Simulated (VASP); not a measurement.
Here is a VASP 6.6.1 calculation.

File POSCAR:

```
Pt
1.0
    2.4845990542      0.0000000000      0.0000000000
   -1.2422995271      2.1517258992      0.0000000000
    0.0000000000      0.0000000000      4.7921340000
Pt
2
Direct
    0.6666666667      0.3333333333      0.7500000000
    0.3333333333      0.6666666667      0.2500000000
```

The input INCAR.step1:

```
SYSTEM = Pt
PREC = Accurate
ENCUT = 520
ISMEAR = 0
SIGMA = 0.15
LREAL = .False.
LASPH = .True.
NELM = 60
NBANDS = 17
GGA = PE
ALGO = Normal
EDIFF = 1E-4
LWAVE = .True.
LCHARG = .False.
```

Contents of INCAR.step2:

```
SYSTEM = Pt
PREC = Accurate
ENCUT = 520
EDIFF = 1E-6
ISMEAR = 0
SIGMA = 0.15
LREAL = .False.
LASPH = .True.
NELM = 60
ALGO = Normal
ISIF = 2
LWAVE = .False.
LCHARG = .True.
METAGGA = R2SCAN
LMIXTAU = .True.
LELF = .True.
LVHAR = .True.
NBANDS = 17
ISTART = 1
```

File KPOINTS:

```
regular mesh
0
Gamma
  18 18 10
  0 0 0
```

Potentials or basis: VASP PAW PBE potentials, release 64 (Pt).

The run is started by

```sh
$ cat potpaw_PBE.64/Pt/POTCAR > POTCAR
$ cp INCAR.step1 INCAR
$ mpirun -np 1 vasp_std > vasp.out
$ cp INCAR.step2 INCAR
$ mpirun -np 1 vasp_std > vasp.out
```

(1) What does it give for the pressure?

(2) What does it give for the band gap on the k mesh?

## Answers

(1) 96.6 GPa.

(2) zero (bands 10 and 11 overlap by 2.48 eV).

Caveat: the cell differs from its parent crystal (strain -0.1000 x Voigt [1, 1, 0, 0, 0, 0]); the cell stands under pressure; the PAW data sets were made with another functional, which shifts forces and pressure a little; spin-orbit coupling is left out, which moves the levels of the heavy elements.
